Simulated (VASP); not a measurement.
# Sb in VASP: further runs

Runs on Sb. Level: PBEsol. Tasks: single point.

All numbers are computed with VASP 6.6.1; they aren't measurements. Logs are shortened: lines on timing, memory, paths and dates and some standing lists are left out, and cuts for length are marked.

## 1. The cell of the first run

The cell holds a slab with vacuum, 3 atoms: a = 3.334 Å, b = 3.334 Å, c = 20.715 Å, α = 90.00°, β = 90.00°, γ = 90.00°.

## 2. Single point, PBEsol

INCAR

```
SYSTEM = Sb
ALGO = Normal
DIPOL = 0.5 0.5 0.500
EDIFF = 1E-6
EFIELD = -0.3
ENCUT = 520
GGA = PS
IDIPOL = 3
ISIF = 2
ISMEAR = -1
LASPH = .True.
LCHARG = .False.
LDIPOL = .True.
LREAL = .False.
LWAVE = .False.
NBANDS = 14
NELM = 80
PREC = Accurate
SIGMA = 0.1
```

KPOINTS

```
k-points
0
Gamma
  11 11 1
  0 0 0
```

POSCAR

```
Sb
1.0
    3.3338465369      0.0000000000      0.0000000000
    0.0000000000      3.3338465369      0.0000000000
    0.0000000000      0.0000000000     20.7148000000
Sb
3
Direct
    0.0000000000      0.0000000000      0.3920229357
    0.5000000000      0.5000000000      0.4999999993
    0.0000000000      0.0000000000      0.6079770651
```

Potentials or basis: VASP PAW PBE potentials, release 64 (Sb).

Started as:

```
> cat potpaw_PBE.64/Sb/POTCAR > POTCAR
> mpirun -np 1 vasp_std > vasp.out
```

OUTCAR:

```text
SYSTEM = Sb
   EDIFF = 1E-6
   ENCUT = 520
   GGA = PS
   ISIF = 2
   ISMEAR = -1
   LASPH = .True.
   LREAL = .False.
   NELM = 80
   PREC = Accurate

 ion  position               nearest neighbor table
   1  0.000  0.000  0.392-   2 3.25   2 3.25   2 3.25   2 3.25
   2  0.500  0.500  0.500-   1 3.25   1 3.25   1 3.25   1 3.25   3 3.25   3 3.25   3 3.25   3 3.25

   3  0.000  0.000  0.608-   2 3.25   2 3.25   2 3.25   2 3.25

  LATTYP: Found a simple tetragonal cell.
 ALAT       =     3.3338465369
 C/A-ratio  =     6.2134833655

  Lattice vectors:

 A1 = (   3.3338465369,   0.0000000000,   0.0000000000)
 A2 = (   0.0000000000,   3.3338465369,   0.0000000000)
 A3 = (   0.0000000000,   0.0000000000,  20.7148000000)

Analysis of symmetry for initial positions (statically):
=====================================================================
 Subroutine PRICEL returns:
 Original cell was already a primitive cell.

 Routine SETGRP: Setting up the symmetry group for a
 simple tetragonal supercell.

 Subroutine GETGRP returns: Found 16 space group operations
 (whereof 16 operations were pure point group operations)
 out of a pool of 16 trial point group operations.

The static configuration has the point symmetry D_4h.

Analysis of symmetry for dynamics (positions and initial velocities):
=====================================================================
 An external electric field (EFIELD) may reduce the allowed symmetry operations
 Subroutine PRICEL returns:
 Original cell was already a primitive cell.

 Routine SETGRP: Setting up the symmetry group for a
 simple tetragonal supercell.

 Subroutine GETGRP returns: Found  8 space group operations
 (whereof  8 operations were pure point group operations)
 out of a pool of 16 trial point group operations.

The dynamic configuration has the point symmetry C_4v.

 Subroutine INISYM returns: Found  8 space group operations
 (whereof  8 operations are pure point group operations),
 and found     1 'primitive' translations

----------------------------------------------------------------------------------------

                                     Primitive cell

  volume of cell :     230.2353

  direct lattice vectors                    reciprocal lattice vectors
     3.333846537  0.000000000  0.000000000     0.299953819  0.000000000  0.000000000
     0.000000000  3.333846537  0.000000000     0.000000000  0.299953819  0.000000000
     0.000000000  0.000000000 20.714800000     0.000000000  0.000000000  0.048274664

  length of vectors
     3.333846537  3.333846537 20.714800000     0.299953819  0.299953819  0.048274664

  position of ions in fractional coordinates (direct lattice)
     0.000000000  0.000000000  0.392022936
     0.500000000  0.500000000  0.499999999
     0.000000000  0.000000000  0.607977065

  ion indices of the primitive-cell ions
   primitive index   ion index
                 1           1
                 2           2
                 3           3

----------------------------------------------------------------------------------------

 KPOINTS: k-points

Automatic generation of k-mesh.
 Grid dimensions read from file:
 generate k-points for:   11   11    1

 Generating k-lattice:

  Cartesian coordinates                     Fractional coordinates (reciprocal lattice)
     0.027268529  0.000000000  0.000000000     0.090909091  0.000000000  0.000000000
     0.000000000  0.027268529  0.000000000     0.000000000  0.090909091  0.000000000
     0.000000000  0.000000000  0.048274664     0.000000000  0.000000000  1.000000000

  Length of vectors
     0.027268529  0.027268529  0.048274664

  Shift w.r.t. Gamma in fractional coordinates (k-lattice)
     0.000000000  0.000000000  0.000000000

 Subroutine IBZKPT returns following result:
 ===========================================

 Found     21 irreducible k-points:

 Following reciprocal coordinates:
            Coordinates               Weight
  0.000000  0.000000  0.000000      1.000000
  0.090909  0.000000  0.000000      4.000000
  0.181818  0.000000  0.000000      4.000000
  0.272727  0.000000  0.000000      4.000000
  0.363636  0.000000  0.000000      4.000000
  0.454545  0.000000  0.000000      4.000000
[... 13 lines left out ...]
  0.454545  0.363636  0.000000      8.000000
  0.454545  0.454545  0.000000      4.000000
   k-points           NKPTS =     21   k-points in BZ     NKDIM =     21   number of bands    NBANDS=     14
   number of dos      NEDOS =    301   number of ions     NIONS =      3
   total plane-waves  NPLWV = 125440
   dimension x,y,z NGX =    28 NGY =   28 NGZ =  160
   dimension x,y,z NGXF=    56 NGYF=   56 NGZF=  320
   ions per type =               3
   NGX,Y,Z   is equivalent  to a cutoff of  13.96, 13.96, 12.84 a.u.
   NGXF,Y,Z  is equivalent  to a cutoff of  27.93, 27.93, 25.68 a.u.
 SYSTEM =  Sb
   PREC   = accura    normal or accurate (medium, high low for compatibility)
   ISTART =      0    job   : 0-new  1-cont  2-samecut
   ICHARG =      2    charge: 1-file 2-atom 10-const
   ISPIN  =      1    spin polarized calculation?
   LNONCOLLINEAR =      F non collinear calculations
   LSORBIT =      F    spin-orbit coupling
   LASPH  =      T    aspherical Exc in radial PAW
   ENCUT  =  520.0 eV  38.22 Ry    6.18 a.u.   6.20  6.20 38.52*2*pi/ulx,y,z
   NELM   =     80;   NELMIN=  2; NELMDL= -5     # of ELM steps
   EDIFF  = 0.1E-05   stopping-criterion for ELM
   LREAL  =      F    real-space projection
   EDIFFG = 0.1E-04   stopping-criterion for IOM
   NSW    =      0    number of steps for IOM
   IBRION =     -1    ionic relax: 0-MD 1-quasi-New 2-CG
   NFREE  =      0    steps in history (QN), initial steepest desc. (CG)
   ISIF   =      2    stress and relaxation
   ISYM   =      2    0-nonsym 1-usesym 2-fastsym
   POTIM  = 0.5000    time-step for ionic-motion
   TEBEG  =    0.0;   TEEND  =   0.0 temperature during run
   PSTRESS=    0.0 pullay stress
   NELECT =      15.0000    total number of electrons
   NUPDOWN=      -1.0000    fix difference up-down
   EMIN   =  10.00;   EMAX   =-10.00  energy-range for DOS
   EFERMI =   0.00;   METHOD = LEGACY
   ISMEAR =    -1;   SIGMA  =   0.10  broadening in eV -4-tet -1-fermi 0-gaus
   EFERMI_NEDOS =   21; number of points for ismear=-14 and -15
   IALGO  =     38    algorithm
   IMIX   =      4    mixing-type and parameters
     AMIX     =   0.40;   BMIX     =  1.00
     AMIX_MAG =   1.60;   BMIX_MAG =  1.00
  volume/ion in A,a.u.               =      76.75       517.90
  Fermi-wavevector in a.u.,A,eV,Ry     =   0.658741  1.244840  5.904106  0.433940
  Thomas-Fermi vector in A             =   1.730658
   LORBIT       =      0    0 simple, 1 ext, 2 COOP (PROOUT), +10 PAW based schemes
   GGA     = PS    functional components
   LHFCALC =     F    Hartree Fock is set to
   AEXX    =    0.0000 exact exchange contribution
   IVDW    =     0    specifies the selected vdW correction
   LEPSILON=     F    determine dielectric tensor
   LRPA    =     F    only Hartree local field effects (RPA)
 non-spin polarized calculation
  energy-cutoff  :      520.00
  volume of cell :      230.24
 maximum number of plane-waves:      6246
 NGX is ok and might be reduce to    28
   NGX = 13   NGY = 13   NGZ = 77

 number of electron      15.0000001 magnetization

 dipolmoment           0.000000      0.000000     -0.140556 electrons x Angstroem

 Free energy of the ion-electron system (eV)
  ---------------------------------------------------
  ext. energy  EPLUGINS =         0.00000000
  ---------------------------------------------------
  free energy    TOTEN  =       -12.40603171 eV

  energy without entropy =      -12.33558423  energy(sigma->0) =      -12.37080797

 E-fermi :   0.0100     XC(G=0):  -4.2941

 val. band max:       -0.0107475897   @ k =   0.4545   0.2727   0.0000
 cond. band min:       0.0910044310   @ k =   0.2727   0.2727   0.0000
 fundamental gap:      0.1017520208
 Fermi energy:         0.0099603258

 k-point     1 :       0.0000    0.0000    0.0000
  band No.  band energies     occupation
      1     -12.8226      2.00000
      2     -10.9013      2.00000
      3      -8.3969      2.00000
      4      -3.5229      2.00000
      5      -0.2496      1.86120
      6       0.7441      0.00130
      7       0.7441      0.00130
      8       2.7093      0.00000
      9       2.7093      0.00000
     10       2.8043      0.00000
     11       3.5072      0.00000
     12       4.3627      0.00000
     13       4.8989      0.00000
     14       4.9293      0.00000

 k-point     2 :       0.0909    0.0000    0.0000
  band No.  band energies     occupation
      1     -12.7106      2.00000
      2     -10.7970      2.00000
      3      -8.3289      2.00000
      4      -3.4278      2.00000
      5      -0.8862      1.99974
      6       0.4840      0.01732
      7       0.8567      0.00042
      8       1.3337      0.00000
      9       2.8011      0.00000
     10       3.1491      0.00000
     11       3.7254      0.00000
     12       3.9638      0.00000
     13       4.6096      0.00000
     14       4.9912      0.00000

 k-point     3 :       0.1818    0.0000    0.0000
  band No.  band energies     occupation
      1     -12.3759      2.00000
      2     -10.4894      2.00000
      3      -8.1568      2.00000
      4      -3.1855      2.00000
      5      -2.4421      2.00000
      6      -0.4458      1.97925
      7       0.4988      0.01496
      8       1.1891      0.00002
      9       2.2960      0.00000
     10       3.0642      0.00000
     11       3.4403      0.00000
     12       3.9907      0.00000
     13       4.9217      0.00000
     14       5.0798      0.00000

 k-point     4 :       0.2727    0.0000    0.0000
  band No.  band energies     occupation
      1     -11.8239      2.00000
      2      -9.9996      2.00000
      3      -8.0246      2.00000
      4      -3.8648      2.00000
      5      -3.2000      2.00000
      6      -1.6708      2.00000
      7      -0.1289      1.60084
      8       1.5702      0.00000
      9       1.7239      0.00000
     10       3.3098      0.00000
     11       3.4565      0.00000
     12       4.2809      0.00000
     13       5.0774      0.00000
     14       5.2852      0.00000

 k-point     5 :       0.3636    0.0000    0.0000
  band No.  band energies     occupation
      1     -11.0688      2.00000
      2      -9.3925      2.00000
      3      -8.2861      2.00000
      4      -4.5718      2.00000
      5      -4.2218      2.00000
      6      -1.5108      2.00000
      7      -1.4418      2.00000
      8       1.9278      0.00000
      9       2.3385      0.00000
     10       2.4248      0.00000
     11       3.8872      0.00000
[... 225 lines left out ...]
 k-point    19 :       0.3636    0.3636    0.0000
  band No.  band energies     occupation
      1      -9.3617      2.00000
      2      -7.9494      2.00000
      3      -7.3159      2.00000
      4      -4.1475      2.00000
      5      -2.8233      2.00000
      6      -2.7150      2.00000
      7      -2.1605      2.00000
      8      -1.6397      2.00000
      9      -0.0200      1.14857
     10       0.2254      0.20779
     11       1.3185      0.00000
     12       1.4397      0.00000
     13       5.1622      0.00000
     14       5.3909      0.00000

 k-point    20 :       0.4545    0.3636    0.0000
  band No.  band energies     occupation
      1      -8.5218      2.00000
      2      -7.6139      2.00000
      3      -7.4723      2.00000
      4      -4.1486      2.00000
      5      -3.4320      2.00000
      6      -3.3784      2.00000
      7      -1.7847      2.00000
      8      -1.4662      2.00000
      9      -0.3399      1.94131
     10       0.1553      0.37897
     11       0.6550      0.00315
     12       1.2375      0.00001
     13       4.8897      0.00000
     14       5.0459      0.00000

 k-point    21 :       0.4545    0.4545    0.0000
  band No.  band energies     occupation
      1      -7.8222      2.00000
      2      -7.2373      2.00000
      3      -7.0186      2.00000
      4      -4.6341      2.00000
      5      -4.2541      2.00000
      6      -2.7893      2.00000
      7      -2.6404      2.00000
      8      -1.0542      1.99995
      9      -0.6157      1.99617
     10      -0.2532      1.86578
     11       0.2787      0.12742
     12       0.9351      0.00019
     13       4.2940      0.00000
     14       5.3878      0.00000

------------------------ aborting loop because EDIFF is reached ----------------------------------------

 vacuum level on the upper side and lower side of the slab       (xc-potential included)         1.756        -2.089

  FORCE on cell =-STRESS in cart. coord.  units (eV):
  Direction    XX          YY          ZZ          XY          YZ          ZX
  --------------------------------------------------------------------------------------
  -------------------------------------------------------------------------------------
  Total       -1.5141291     -1.5141291     -0.0090127      0.0000000      0.0000000      0.0000000
  in kB      -10.5366254    -10.5366254     -0.0627181      0.0000000      0.0000000      0.0000000
  external PRESSURE =      -7.0453230 kB  Pullay stress =       0.0000000 kB

 VOLUME and BASIS-vectors are now :
 -----------------------------------------------------------------------------
  energy-cutoff  :      520.00
  volume of cell :      230.24
      direct lattice vectors                 reciprocal lattice vectors
     3.333846537  0.000000000  0.000000000     0.299953819  0.000000000  0.000000000
     0.000000000  3.333846537  0.000000000     0.000000000  0.299953819  0.000000000
     0.000000000  0.000000000 20.714800000     0.000000000  0.000000000  0.048274664

 POSITION                                       TOTAL-FORCE (eV/Angst)
 -----------------------------------------------------------------------------------
      0.00000      0.00000      8.12068         0.000000     -0.000000     -0.015582
      1.66692      1.66692     10.35740         0.000000      0.000000      0.017729
      0.00000      0.00000     12.59412         0.000000     -0.000000     -0.002147
 -----------------------------------------------------------------------------------
    total drift:                               -0.000000      0.000000      0.000013

  FREE ENERGIE OF THE ION-ELECTRON SYSTEM (eV)
  ---------------------------------------------------
  free  energy   TOTEN  =       -12.4060317081 eV

  energy  without entropy=      -12.3355842333  energy(sigma->0) =      -12.37080797

 vacuum level on the upper side and lower side of the slab         6.305         2.467
```

Wall time 88 s (1 thread of Intel Xeon Platinum 8559C (Emerald Rapids), shared host); peak memory 0.35 GiB.

What came out:

- Free energy: -12.4060 eV
- Largest force: 0.018 eV/Å

Forces on the atoms (eV/Å):
```
Sb   0.000  0.000 -0.016
Sb   0.000  0.000  0.018
Sb   0.000  0.000 -0.002
```

Caveat: the PAW data sets were made with another functional, which shifts forces and pressure a little; spin-orbit coupling is left out, which moves the levels of the heavy elements.

## 3. Single point, PBEsol

INCAR

```
PREC = Accurate
ENCUT = 520
EDIFF = 1E-6
ISMEAR = -1
SIGMA = 0.1
LREAL = False
LASPH = True
NELM = 80
ALGO = Normal
ISIF = 2
LWAVE = False
LCHARG = False
GGA = PS
NBANDS = 14
```

KPOINTS

```
regular mesh
0
Gamma
  11 11 1
```

POSCAR is that of step 2.

Potentials or basis: VASP PAW PBE potentials, release 64 (Sb).

Started as:

```
> cat potpaw_PBE.64/Sb/POTCAR > POTCAR
> mpirun -np 1 vasp_std > vasp.out
```

Run time: 67 s. Hardware: 1 thread of Intel Xeon Platinum 8559C (Emerald Rapids), shared host; peak memory 0.34 GiB.

It converged, with:

```
Free energy   : -12.3850 eV
Largest force : 0.004 eV/Å
```

Forces in eV/Å, atoms in the order of the input:
```
Sb   0.000  0.000 -0.004
Sb   0.000  0.000  0.000
Sb   0.000  0.000  0.004
```

Levels at points of the mesh, in eV from the Fermi level:
```tsv
k point	band 5	band 6	band 7	band 8	band 9	band 10
(0.00, 0.00, 0.00)	-0.26	0.73	0.73	2.70	2.70	2.89
```

Caveat: the PAW data sets were made with another functional, which shifts forces and pressure a little; spin-orbit coupling is left out, which moves the levels of the heavy elements.
